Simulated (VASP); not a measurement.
Input of a VASP 6.6.1 run:

Contents of INCAR:

```
PREC     = Accurate       # precision mode
ENCUT    = 520            # plane-wave cutoff, eV
EDIFF    = 1E-7           # SCF threshold, eV
ISMEAR   = 0              # smearing method
SIGMA    = 0.02           # smearing width, eV
LREAL    = False          # projectors in reciprocal space
LASPH    = True           # aspherical terms in the spheres
NELM     = 80             # most SCF steps
ALGO     = Normal         # electronic algorithm
ISIF     = 2              # what is computed and relaxed
LWAVE    = False          # write WAVECAR
LCHARG   = True           # write CHGCAR
GGA      = PE             # functional
IVDW     = 12             # dispersion correction
LELF     = True           # ELF
LVHAR    = True         
NBANDS   = 40             # bands
```

The input KPOINTS:

```
regular mesh
0
Gamma
  4 4 6
```

POSCAR

```
CdH4C4N2Cl2
1.0
    6.6458160383     -6.0935226553      0.0581319526
    4.7633934911      3.1591986777     -0.2436929476
   -0.2983876660     -0.0777671722      3.6987655157
Cd H C N Cl
1 4 4 2 2
Direct
    0.0000000000      0.0000000000      0.0000000000
    0.2552037778      0.6011396451      0.3016773025
    0.6112431545      0.0719237215     -0.1781405297
    0.7447962222      0.3988603549     -0.3016773025
    0.3887568455      0.9280762785      0.1781405297
    0.3650704999      0.5558513631      0.1624364236
    0.5616342923      0.2642785481     -0.0980651547
    0.6349295001      0.4441486369     -0.1624364236
    0.4383657077      0.7357214519      0.0980651547
    0.4256896004      0.3201681192      0.0661210725
    0.5743103996      0.6798318808     -0.0661210725
    0.8821224660      0.8006559423      0.4432995093
    0.1178775340      0.1993440577      0.5567004907
```

Potentials or basis: VASP PAW PBE potentials, release 64 (Cd, H, C, N, Cl).

Command:

```console
$ cat potpaw_PBE.64/Cd/POTCAR potpaw_PBE.64/H/POTCAR potpaw_PBE.64/C/POTCAR potpaw_PBE.64/N/POTCAR potpaw_PBE.64/Cl/POTCAR > POTCAR
$ mpirun -np 1 vasp_std > vasp.out
```

What does it give for the largest force?

0.073 eV/Å.

What does it give for the band gap on the k mesh?

2.05 eV, direct.

Forces on the atoms (eV/Å):
```
Cd   0.000  0.000  0.000
H   -0.003  0.012  0.006
H   -0.006 -0.012 -0.002
H    0.003 -0.012 -0.006
H    0.006  0.012  0.002
C   -0.018  0.049  0.027
C   -0.014 -0.067 -0.027
C    0.018 -0.049 -0.027
C    0.014  0.067  0.027
N   -0.055  0.003  0.018
N    0.055 -0.003 -0.018
Cl  -0.045 -0.001 -0.004
Cl   0.045  0.001  0.004
```

A k mesh can miss the band edges. PBE gaps usually lie below the measured ones, often by a third to a half.
